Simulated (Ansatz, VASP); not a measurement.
## MgO in VASP and in Ansatz

Contents of POSCAR:

```
MgO
1.0
    0.0000000000      2.1433974748      2.1433974748
    2.1433974748      0.0000000000      2.1433974748
    2.1433974748      2.1433974748      0.0000000000
Mg O
1 1
Direct
    0.0000000000      0.0000000000      0.0000000000
    0.5000000000      0.5000000000      0.5000000000
```

Contents of INCAR.step1:

```
SYSTEM = MgO
ALGO = Normal
EDIFF = 1E-5
ENCUT = 660
GGA = PE
GGA_COMPAT = .FALSE.
ISMEAR = 0
LASPH = .TRUE.
LCHARG = .FALSE.
LREAL = .FALSE.
LWAVE = .TRUE.
NBANDS = 11
NELM = 120
PREC = Accurate
SIGMA = 0.01
```

File INCAR.step2:

```
SYSTEM = MgO
ALGO = Normal
EDIFF = 1E-6
ENCUT = 660
GGA_COMPAT = .FALSE.
ISIF = 2
ISMEAR = 0
ISTART = 1
LASPH = .TRUE.
LCHARG = .FALSE.
LMIXTAU = .TRUE.
LREAL = .FALSE.
LWAVE = .FALSE.
METAGGA = R2SCAN
NBANDS = 11
NELM = 120
PREC = Accurate
SIGMA = 0.01
```

KPOINTS

```
k-points
0
G
  8 8 8
  0 0 0
```

Input for Ansatz:

```yaml
crystal:
  lattice:
    - [0.0, 2.1433974748, 2.1433974748]
    - [2.1433974748, 0.0, 2.1433974748]
    - [2.1433974748, 2.1433974748, 0.0]
  atoms:
    - { symbol: Mg, position: [0.0, 0.0, 0.0] }
    - { symbol: O, position: [0.5, 0.5, 0.5] }
kpoints:
  mp_grid: { grid: [8, 8, 8] }
hamiltonian:
  xc: r2scan
scf:
  occupations: { method: fixed }
  n_extra_bands: 4
output:
  forces: true
  stress: true
  eigenvalues: true
```

Alike in both runs: task single point; functional r2SCAN; k mesh 8 × 8 × 8; no spin polarisation.

|  | VASP | Ansatz |
| --- | --- | --- |
| version | VASP 6.6.1 | Ansatz 0.2.0 |
| potentials or method | VASP PAW PBE potentials, release 64 (Mg, O) | plane waves, PAW |
| plane-wave cutoff (eV) | 660 | 500 |
| occupations | gaussian, width 0.01 eV | fixed |
| valence electrons in the cell | 8 | 16 |

```tsv
	VASP	Ansatz	Ansatz less VASP
gap on the k mesh at the Fermi level (eV)	5.09	5.11	+0.021
pressure (GPa)	-10.0	-8.6	+1.37
```

VASP's potentials were made for PBE, not for r2SCAN. VASP's potentials hold 8 valence electrons a cell and Ansatz's 16, so a difference there can come from the potentials and not from the codes.
